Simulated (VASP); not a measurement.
Runs of VASP 6.6.1 on NaF. Symmetry: Fm-3m, No. 225, cubic system. Conventional cell: a = 4.594 Å, b = 4.594 Å, c = 4.594 Å, α = 90.00°, β = 90.00°, γ = 90.00°. Within 3.0 Å of Na (site symmetry m-3m) lie 6 F at 2.30 Å. Within 3.0 Å of F (site symmetry m-3m) lie 6 Na at 2.30 Å. 

```csv
level,potentials or basis,k mesh,gap on the mesh (eV),pressure (GPa)
HSE06,"VASP PAW PBE potentials, release 64 (Na_pv, F)",6 × 6 × 6,(a),1.6
LDA,"VASP PAW LDA potentials, release 64 (Na_pv, F)",6 × 6 × 6,6.09,-3.3
PBE,"VASP PAW PBE potentials, release 64 (Na_pv, F)",6 × 6 × 6,6.44,3.5
PBE,"VASP PAW PBE potentials, release 64 (Na_pv, F)",8 × 8 × 8,6.44,3.5
r2SCAN,"VASP PAW PBE potentials, release 64 (Na_pv, F)",6 × 6 × 6,(b),-0.8
```

Alike in all rows: no spin polarisation; cell as given; smearing gaussian 0.01 eV.

**Question.** Estimate the missing entries.

**Answer.** (a) 8.60; (b) 7.32.

Caveats: the PAW data sets were made with another functional, which shifts forces and pressure a little (at least some runs); the cell stands under pressure (at least some runs); the cell stands under tension (at least some runs).

